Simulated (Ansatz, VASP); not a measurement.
## Cl in VASP and in Ansatz

The input INCAR:

```
SYSTEM = Cl
ALGO = Normal
DIPOL = 0.5 0.5 0.623
EDIFF = 1E-6
ENCUT = 520
GGA = PE
IDIPOL = 3
ISIF = 2
ISMEAR = 0
ISPIN = 2
IVDW = 12
LASPH = .True.
LCHARG = .True.
LDIPOL = .True.
LELF = .True.
LORBIT = 11
LREAL = .False.
LVACPOTAV = .True.
LVHAR = .True.
LWAVE = .False.
MAGMOM = 1
NBANDS = 14
NELM = 150
PREC = Accurate
SIGMA = 0.05
```

File KPOINTS:

```
k-points
0
Gamma
  2 3 1
  0 0 0
```

POSCAR

```
Cl
1.0
    7.1747300943      0.0000000000      0.0000000000
    0.0000000000      6.3274197401      0.0000000000
    0.0000000000      0.0000000000     22.7432884601
Cl
1
Direct
    0.5000000000      1.1962100757      0.6230934573
```

Input for Ansatz:

```yaml
crystal:
  lattice:
    - [7.1747300943, 0.0, 0.0]
    - [0.0, 6.3274197401, 0.0]
    - [0.0, 0.0, 22.7432884601]
  atoms:
    - { symbol: Cl, position: [0.5, 1.1962100757, 0.6230934573], spin: 1.0 }
basis:
  ecutwfc: 420
kpoints:
  mp_grid: { grid: [2, 3, 1] }
hamiltonian:
  xc: pbe
  dispersion: d3bj
scf:
  occupations: { method: gaussian, width: 0.05 }
output:
  forces: true
  eigenvalues: true
  populations: true
  write_density: true
  volumetric_format: npy
magnetization:
  spin_polarized: true
efield:
  axis: 3
  dipole_correction: true
  ramp_width: 0.04
```

Alike in both runs: task single point; functional PBE; dispersion D3(BJ); k mesh 2 × 3 × 1; occupations gaussian, width 0.05 eV; collinear spin.

|  | VASP | Ansatz |
| --- | --- | --- |
| version | VASP 6.6.1 | Ansatz 0.2.0 |
| potentials or method | VASP PAW PBE potentials, release 64 (Cl), cutoff 520 eV | scalar-relativistic, plane waves, PAW |
| valence electrons in the cell | 7 | 7 |

```csv
,VASP,Ansatz,Ansatz less VASP
gap on the k mesh at the Fermi level (eV),7.18,0.39,-6.791
net moment per atom (μB),1.00,1.00,0.000
size of the moment on the site where the two differ most (μB),0.71,1.00,+0.293
```

Site moments also hang on the region over which each program counts them. Ansatz's warnings: stability check not made.

The k mesh is coarse, so the values compare programs but aren't converged.
